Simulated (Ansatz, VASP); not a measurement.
Mg2SO in VASP and in Ansatz

Contents of INCAR:

```
SYSTEM = Mg2SO
  PREC = Accurate
  ENCUT = 520
  EDIFF = 1E-6
  ISMEAR = -1
  SIGMA = 0.02
  LREAL = .False.
  LASPH = .True.
  NELM = 100
  ALGO = Normal
  ISIF = 2
  LWAVE = .False.
  LCHARG = .False.
  GGA = PE
  NBANDS = 16
```

File KPOINTS:

```
regular mesh
0
Gamma
  8 8 6
  0 0 0
```

The input POSCAR:

```
Mg2SO
1.0
    3.6748650568      0.0000000000      0.0000000000
    0.0000000000      3.6748650568      0.0000000000
    0.0000000000      0.0000000000      4.8839690323
O Mg S
1 2 1
Direct
    0.0000000000      0.0000000000      0.0000000000
    0.0000000000      0.5000000000      0.8113169975
    0.5000000000      0.0000000000      0.1886830025
    0.5000000000      0.5000000000      0.5000000000
```

Input for Ansatz:

```yaml
crystal:
  lattice:
    - [3.6748650568, 0.0, 0.0]
    - [0.0, 3.6748650568, 0.0]
    - [0.0, 0.0, 4.8839690323]
  atoms:
    - { symbol: O, position: [0.0, 0.0, 0.0] }
    - { symbol: Mg, position: [0.0, 0.5, 0.8113169975] }
    - { symbol: S, position: [0.5, 0.5, 0.5] }
    - { symbol: Mg, position: [0.5, 0.0, 0.1886830025] }
kpoints:
  mp_grid: { grid: [8, 8, 6] }
  band_path:
    path:
      - [[0.0, 0.0, 0.0], [-3.626745624761e-51, 0.5, 7.836350890951e-67], [0.5, 0.5, 7.370316139599e-33], [0.0, 0.0, 0.0], [-4.216408100284e-50, 4.678030317777e-83, 0.5], [-4.777570055036e-49, 0.5, 0.5], [0.5, 0.5, 0.5], [-4.216408100284e-50, 4.678030317777e-83, 0.5]]
      - [[-3.626745624761e-51, 0.5, 7.836350890951e-67], [-4.777570055036e-49, 0.5, 0.5]]
      - [[0.5, 0.5, 7.370316139599e-33], [0.5, 0.5, 0.5]]
    npoints: 10
hamiltonian:
  xc: pbe
scf:
  occupations: { method: fermi_dirac, width: 0.02 }
  n_extra_bands: 5
output:
  forces: true
  stress: true
  eigenvalues: true
```

Alike in both runs: task single point; functional PBE; k mesh 8 × 8 × 6; occupations fermi-dirac, width 0.02 eV; no spin polarisation.

|  | VASP | Ansatz |
| --- | --- | --- |
| version | VASP 6.6.1 | Ansatz 0.2.0 |
| potentials or method | VASP PAW PBE potentials, release 64 (O, Mg, S) | plane waves, PAW |
| plane-wave cutoff (eV) | 520 | 420 |
| valence electrons in the cell | 16 | 32 |

```tsv
	VASP	Ansatz	Ansatz less VASP
gap on the k mesh at the Fermi level (eV)	1.62	1.64	+0.020
pressure (GPa)	1.7	2.0	+0.27
rms of the force components (eV/Å)	0.005	0.005	-0.0006
```

VASP's potentials hold 16 valence electrons a cell and Ansatz's 32, so a difference there can come from the potentials and not from the codes.
